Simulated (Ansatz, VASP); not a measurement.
# W: VASP beside Ansatz

File INCAR:

```
PREC = Accurate
ENCUT = 520
EDIFF = 1E-6
ISMEAR = 0
SIGMA = 0.5
LREAL = F
LASPH = T
NELM = 80
ALGO = Normal
ISIF = 2
LWAVE = F
LCHARG = F
LDIPOL = T
IDIPOL = 3
DIPOL = 0.5 0.5 0.500
GGA = PE
NBANDS = 43
```

The input KPOINTS:

```
Automatic mesh
0
Gamma
  13 13 1
```

POSCAR

```
W
1.0
    2.7570339078      0.0000000000      0.0000000000
   -0.9190113026      2.5993564963      0.0000000000
    0.0000000000      0.0000000000     24.0044350370
W
5
Direct
    0.5000000000      0.5000000000      0.3124422628
    0.0000000000      0.0000000000      0.4062211314
    0.5000000000      0.5000000000      0.5000000000
    0.0000000000      0.0000000000      0.5937788686
    0.5000000000      0.5000000000      0.6875577372
```

Input for Ansatz:

```yaml
crystal:
  lattice:
    - [2.7570339078, 0.0, 0.0]
    - [-0.9190113026, 2.5993564963, 0.0]
    - [0.0, 0.0, 24.004435037]
  atoms:
    - { symbol: W, position: [0.5, 0.5, 0.3124422628] }
    - { symbol: W, position: [0.0, 0.0, 0.4062211314] }
    - { symbol: W, position: [0.5, 0.5, 0.5] }
    - { symbol: W, position: [0.0, 0.0, 0.5937788686] }
    - { symbol: W, position: [0.5, 0.5, 0.6875577372] }
basis:
  ecutwfc: 420
kpoints:
  mp_grid: { grid: [13, 13, 1] }
hamiltonian:
  xc: pbe
scf:
  occupations: { method: gaussian, width: 0.5 }
output:
  forces: true
  stress: true
  eigenvalues: true
efield:
  axis: 3
  dipole_correction: true
  ramp_width: 0.04
```

Alike in both runs: task single point; functional PBE; k mesh 13 × 13 × 1; occupations gaussian, width 0.5 eV; no spin polarisation.

```csv
,VASP,Ansatz
version,VASP 6.6.1,Ansatz 0.2.0
potentials or method,"VASP PAW PBE potentials, release 64 (W_sv), cutoff 520 eV","scalar-relativistic, plane waves, PAW"
valence electrons in the cell,70,70
```

|  | VASP | Ansatz | Ansatz less VASP |
| --- | --- | --- | --- |
| gap on the k mesh at the Fermi level (eV) | none | none | - |
| rms of the force components (eV/Å) | 0.307 | 0.311 | +0.0043 |

Atom by atom the forces differ by 0.009 eV/Å (rms over components). A gap of «none» marks a metal or a gap that the smearing closes. With one functional, cell and mesh, what is left measures potentials, basis and numerics.

Spin-orbit coupling is off throughout.
